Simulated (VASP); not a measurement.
A run of VASP 6.6.1 is set up as follows.

Contents of POSCAR:

```
H2CSF4
1.0
    7.9280000000      0.0000000000      0.0000000000
    0.0000000000      7.9280000000      0.0000000000
    0.0000000000      0.0000000000      7.9280000000
C F S H
3 12 3 6
Direct
    0.5762361251      0.8447149344      0.9458501514
    0.2103178607      0.2470736630      0.7469349142
    0.9379162462      0.6002648840      0.0561301715
    0.6889127144      0.9037966700      1.0539858729
    0.4542381433      0.7555247225      1.0202320888
    0.5213294652      0.9677976791      0.8565590313
    0.6632946519      0.7552724521      0.8355701312
    0.0781407669      0.2035065590      0.8423940464
    0.2585645812      0.1213799193      0.6409687185
    0.1496720484      0.3653884965      0.6505802220
    0.3458627649      0.2951437941      0.8381685166
    0.9879540868      0.7408551968      0.1301967709
    0.7770812311      0.5495080727      0.0866548940
    0.9498738648      0.6353809284     -0.1042381433
    1.0612764884      0.4928102926      0.1201690212
    0.5307643794      0.5315590313      0.4879288597
    0.8742810293      0.1886226034      0.3987134208
    0.1696140262      0.7437815338      0.5328456105
    0.4059031282      0.4852674067      0.3879540868
    0.5857341070      0.3742305752      0.4737638749
    0.8856710394      0.3516649849      0.4399344097
    0.8668012109      0.2074419778      0.2360620585
    0.0944374369      0.8816851665      0.6048814329
    0.2976160444      0.8390766902      0.4854818365
```

File INCAR.step1:

```
PREC = Accurate ; ENCUT = 520
ISMEAR = -1 ; SIGMA = 0.05
LREAL = Auto ; LASPH = T
NELM = 100 ; NBANDS = 78
GGA = PE ; ALGO = Normal
EDIFF = 1E-4 ; LWAVE = T
LCHARG = F
```

Contents of INCAR.step2:

```
PREC = Accurate ; ENCUT = 520
EDIFF = 1E-7 ; ISMEAR = -1
SIGMA = 0.05 ; LREAL = Auto
LASPH = T ; NELM = 100
ALGO = Normal ; ISIF = 2
LWAVE = F ; LCHARG = F
METAGGA = R2SCAN ; LMIXTAU = T
IVDW = 12 ; VDW_S6 = 1.0
VDW_S8 = 0.78981345 ; VDW_A1 = 0.49484001
VDW_A2 = 5.73083694 ; NBANDS = 78
ISTART = 1
```

The input KPOINTS:

```
regular mesh
0
Gamma
  1 1 1
```

Potentials or basis: VASP PAW PBE potentials, release 64 (C, F, S, H).

Launch:

```bash
$ cat potpaw_PBE.64/C/POTCAR potpaw_PBE.64/F/POTCAR potpaw_PBE.64/S/POTCAR potpaw_PBE.64/H/POTCAR > POTCAR
$ cp INCAR.step1 INCAR
$ mpirun -np 1 vasp_gam > vasp.out
$ cp INCAR.step2 INCAR
$ mpirun -np 1 vasp_gam > vasp.out
```

What does it give for the largest force?

3.465 eV/Å.

What does it give for the dispersion energy per atom?

-0.017 eV.

What does it give for the pressure?

1.1 GPa.

Stress tensor (GPa, compression positive):
```
-1.21 -1.40  0.05
-1.40  2.69 -0.30
 0.05 -0.30  1.67
```

Caveat: the k points lie up to 0.79 Å⁻¹ apart; the PAW data sets were made with another functional, which shifts forces and pressure a little.
